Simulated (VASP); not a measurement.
Sc3SbP2:

```
Sc Sb P
1.0
     4.02104    0.00000    0.00000
     0.00000    4.02104    0.00000
     0.00000    0.00000    6.68874
Sc Sb P
3 1 2
Direct
  0.00000 0.00000 0.00000
  0.50000 0.00000 0.67563
  0.00000 0.50000 0.32437
  0.50000 0.50000 0.00000
  0.50000 0.00000 0.26714
  0.00000 0.50000 0.73286
```

The cell was generated, and may not be a known phase.

- Program: VASP 6.6.1
- Task: relaxation of cell and atoms
- Functional: PBE
- Potentials or basis: VASP PAW PBE potentials, release 64 (Sc_sv, Sb, P)
- Cutoff: 600 eV
- k mesh: 4 × 4 × 4
- Occupations: gaussian, width 0.1 eV
- Spin: no spin polarisation

At the start: pressure 11.9 GPa; volume 18.02 Å³/atom.

Question: How do energy, volume and symmetry change on relaxing?

Answer: Over 11 steps the energy falls by 383.3 meV/atom and the volume is 19.81 Å³/atom (+9.9 %); space group P-4m2 (No. 115, to 0.1 Å) before and after.

The path:
| step | energy change (eV) | largest force (eV/Å) | pressure (GPa) | volume (Å³) |
| --- | --- | --- | --- | --- |
| 1 | 0.0000 | 3.0079 | 11.92 | 108.15 |
| 2 | -1.7176 | 0.9663 | -7.23 | 129.96 |
| 3 | -1.7387 | 1.0830 | -5.90 | 127.18 |
| 4 | -2.2166 | 0.6077 | 0.04 | 117.77 |
| 5 | -2.2301 | 0.5038 | 1.57 | 116.00 |
| 6 | -2.2829 | 0.2697 | 0.65 | 117.63 |
| 7 | -2.2956 | 0.0907 | 0.09 | 118.85 |
| 8 | -2.2956 | 0.1026 | 0.06 | 118.91 |
| 9 | -2.2974 | 0.0766 | -0.04 | 119.05 |
| 10 | -2.2991 | 0.0453 | -0.27 | 119.37 |
| 11 | -2.2998 | 0.0171 | 0.12 | 118.88 |

Final structure:
```
CELL_PARAMETERS angstrom
3.91439 0.00000 0.00000
0.00000 3.91439 0.00000
0.00000 0.00000 7.75874
ATOMIC_POSITIONS crystal
Sc 0.00000 0.00000 0.00000
Sc 0.50000 0.00000 0.64570
Sc 0.00000 0.50000 0.35430
Sb 0.50000 0.50000 0.00000
P 0.50000 0.00000 0.31012
P 0.00000 0.50000 0.68988
```

Caveat: the k points lie up to 0.40 Å⁻¹ apart in the final cell, too coarse for converged energies and pressures of a metal; a cell axis changed by over 15 % at a fixed basis, so the end point is rough.
